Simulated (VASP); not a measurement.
Wanted: the native input for a VASP 6.6.1 run.

| Quantity | Value |
| --- | --- |
| Task | single point |
| Functional | PBE |
| Potentials or basis | VASP PAW PBE potentials, release 64 (O, H) |
| Cutoff | 520 eV |
| k mesh | 3 × 3 × 1 |
| Occupations | gaussian, width 0.1 eV |
| Spin | no spin polarisation |
| Dipole correction | yes |
| Further INCAR settings | ALGO = Normal; EDIFF = 1e-06; NBANDS = 11 |

The structure of OH2 lies in POSCAR:

```
H2O
1.0
    9.4134234586      0.0000000000      0.0000000000
   -4.7067117293      8.1522638517      0.0000000000
    0.0000000000      0.0000000000     22.8037675430
O H
1 2
Direct
    0.8522865143      0.6579008157      0.6563533210
    0.8157774187      0.5688410904      0.6844344902
    0.7522036154      0.6344706017      0.6355403221
```

These files were run (other wordings do the same):

INCAR

```
SYSTEM = H2O
PREC = Accurate ; ENCUT = 520
EDIFF = 1E-6 ; ISMEAR = 0
SIGMA = 0.1 ; LREAL = .FALSE.
LASPH = .TRUE. ; NELM = 100
ALGO = Normal ; ISIF = 2
LWAVE = .FALSE. ; LCHARG = .FALSE.
LDIPOL = .TRUE. ; IDIPOL = 3
DIPOL = 0.5 0.5 0.659 ; GGA = PE
NBANDS = 11
```

KPOINTS

```
regular mesh
0
G
  3 3 1
  0 0 0
```

Potentials or basis: VASP PAW PBE potentials, release 64 (O, H).

Launch:

```console
$ cat potpaw_PBE.64/O/POTCAR potpaw_PBE.64/H/POTCAR > POTCAR
$ mpirun -np 1 vasp_std > vasp.out
```

It gave:

```json
{
  "Largest force": "0.259 eV/Å",
  "Gap between the frontier levels": "6.13 eV"
}
```

Wall time 3.4 min on 1 thread of Intel(R) Xeon(R) Platinum 8488C (Sapphire Rapids) (shared host), peak memory 1.4 GiB.
